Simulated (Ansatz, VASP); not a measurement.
## SnO2 in VASP and in Ansatz

File INCAR:

```
PREC = Accurate
ENCUT = 520
EDIFF = 1E-6
ISMEAR = 0
SIGMA = 0.05
LREAL = False
LASPH = True
NELM = 100
ALGO = Normal
ISIF = 2
LWAVE = False
LCHARG = False
GGA = PE
NBANDS = 35
```

File KPOINTS:

```
regular mesh
0
Gamma
  6 6 8
```

Contents of POSCAR:

```
SnO2
1.0
    4.8277932898      0.0000000000      0.0000000000
    0.0000000000      4.8278069739      0.0000000000
    0.0000000000      0.0000000000      3.2379014683
Sn O
2 4
Direct
    0.4940854925      0.4923786679      0.5000000000
    0.0059244324     -0.0076290438      0.0000000000
    0.2706411553      0.3472368624      0.0000000000
    0.8178591404      0.2093408025      0.5000000000
    0.2293220242      0.8472061564      0.5000000000
    0.6821040391      0.7093715085      0.0000000000
```

Input for Ansatz:

```yaml
crystal:
  lattice:
    - [4.8277932898, 0.0, 0.0]
    - [0.0, 4.8278069739, 0.0]
    - [0.0, 0.0, 3.2379014683]
  atoms:
    - { symbol: Sn, position: [0.4940854925, 0.4923786679, 0.5] }
    - { symbol: Sn, position: [0.0059244324, -0.0076290438, 0.0] }
    - { symbol: O, position: [0.2706411553, 0.3472368624, 0.0] }
    - { symbol: O, position: [0.8178591404, 0.2093408025, 0.5] }
    - { symbol: O, position: [0.2293220242, 0.8472061564, 0.5] }
    - { symbol: O, position: [0.6821040391, 0.7093715085, 0.0] }
basis:
  ecutwfc: 520.0
kpoints:
  mp_grid: { grid: [6, 6, 8] }
hamiltonian:
  xc: pbe
  pseudopotentials: { kind: paw, azcp: { folder: soft_1 } }
scf:
  occupations: { method: gaussian, width: 0.05 }
output:
  forces: true
  stress: true
  eigenvalues: true
```

Change from the starting cell: mode 4 frozen in at -0.084 Å and mode 7 at -0.178 Å (largest displacements).

Alike in both runs: task single point; functional PBE; k mesh 6 × 6 × 8; occupations gaussian, width 0.05 eV; no spin polarisation.

|  | VASP | Ansatz |
| --- | --- | --- |
| version | VASP 6.6.1 | Ansatz 0.2.0 |
| potentials or method | VASP PAW PBE potentials, release 64 (Sn_d, O), cutoff 520 eV | scalar-relativistic, plane waves, PAW |
| valence electrons in the cell | 52 | 52 |

Ansatz gave:

```
gap on the k mesh at the Fermi level (eV)                     : 0.76
least direct gap on the mesh (eV)                             : 0.76
pressure (GPa)                                                : -0.8
traceless stress, the component that is largest in VASP (GPa) : 0.83
rms of the force components (eV/Å)                            : 0.365
```

Question: What did VASP give for the same quantities?

Answer: gap on the k mesh at the Fermi level (eV): 0.75; least direct gap on the mesh (eV): 0.75; pressure (GPa): -0.2; traceless stress, the component that is largest in VASP (GPa): 1.05; rms of the force components (eV/Å): 0.365.

Atom by atom the forces differ by 0.011 eV/Å (rms over components).
